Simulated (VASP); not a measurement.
A run of VASP 6.6.1 is set up as follows.

INCAR

```
SYSTEM = GaN
PREC     = Accurate       ! precision mode
ENCUT    = 520            ! plane-wave cutoff, eV
EDIFF    = 1E-6           ! SCF threshold, eV
ISMEAR   = 0              ! smearing method
SIGMA    = 0.05           ! smearing width, eV
LREAL    = .False.        ! projectors in reciprocal space
LASPH    = .True.         ! aspherical terms in the spheres
NELM     = 60             ! most SCF steps
ALGO     = Normal         ! electronic algorithm
ISIF     = 2              ! what is computed and relaxed
LWAVE    = .False.        ! write WAVECAR
LCHARG   = .True.         ! write CHGCAR
GGA      = CA             ! functional
LELF     = .True.         ! ELF
LVHAR    = .True.       
NBANDS   = 46             ! bands
```

File KPOINTS:

```
regular mesh
0
Gamma
  8 6 6
  0 0 0
```

Contents of POSCAR:

```
GaN
1.0
   -3.1515767111      0.0000000000      0.0000000000
    0.0000000000      0.0000000000     -5.1382481593
    0.0000000000     -5.4586909876      0.0000000000
Ga N
4 4
Direct
    0.5000000000      0.0050613778      0.1731887359
    0.0000000000     -0.0001009609      0.6601415027
    0.0000000000      0.4998990391      0.3398584973
    0.5000000000      0.5050613778      0.8268112641
    0.5000000000      0.6142458058      0.1676009591
    0.0000000000      0.6166413836      0.6657133416
    0.0000000000      0.1166413836      0.3342866584
    0.5000000000      0.1142458058      0.8323990409
```

Potentials or basis: VASP PAW LDA potentials, release 64 (Ga_d, N).

Run with:

```console
$ cat potpaw_LDA.64/Ga_d/POTCAR potpaw_LDA.64/N/POTCAR > POTCAR
$ mpirun -np 1 vasp_std > vasp.out
```

(1) Estimate the largest force.

(2) Predict the band gap on the k mesh.

(3) Predict the pressure.

## Answers

(1) 1.323 eV/Å.

(2) 2.09 eV.

(3) 1.9 GPa.

Caveat: the cell differs from its parent crystal (atoms displaced along several vibrational modes); the stress differs along the axes, from -2 to 4 GPa; forces of over 1 eV/Å act on the atoms, so gaps and moduli don't describe the material at rest.
